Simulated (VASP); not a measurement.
Runs of VASP 6.6.1 on C. The structure is that of space group Fmmm (No. 69), or close to it. The cells are those of the table. 

```csv
cell,gap on the mesh (eV),pressure (GPa),largest force (eV/Å)
"a = 2.434, b = 2.434, c = 8.703 Å, angles 90.0, 90.0, 122.6°, 4 atoms",0.59,20.4,0.90
"a = 2.467, b = 2.467, c = 8.707 Å, angles 90.0, 90.0, 120.0°, 4 atoms",none,0.3,-
"a = 2.504, b = 2.504, c = 8.780 Å, angles 90.0, 90.0, 118.7°, 4 atoms",0.18,-12.1,(b)
"a = 2.472, b = 2.472, c = 8.785 Å, angles 90.0, 90.0, 121.3°, 4 atoms",0.21,(c),(a)
"a = 2.461, b = 2.461, c = 8.630 Å, angles 90.0, 90.0, 118.7°, 4 atoms",0.18,-2.3,0.27
"a = 2.457, b = 2.457, c = 8.553 Å, angles 90.0, 90.0, 117.3°, 4 atoms",0.51,-4.7,0.57
```

Alike in all rows: task single point; level PBE; potentials or basis VASP PAW PBE potentials, release 64 (C); no spin polarisation; k mesh 21 × 21 × 6; cutoff (eV) 520; smearing gaussian 0.15 eV.

Task: Estimate the missing entries.

Result: (a) 0.29; (b) 0.16; (c) 3.3.

Caveats: this functional lacks dispersion, which binds the layers, so the pressure and a relaxed spacing across them are unreliable.

A k mesh can miss the band edges.

A gap of «none» marks levels without a gap at the run's occupations.
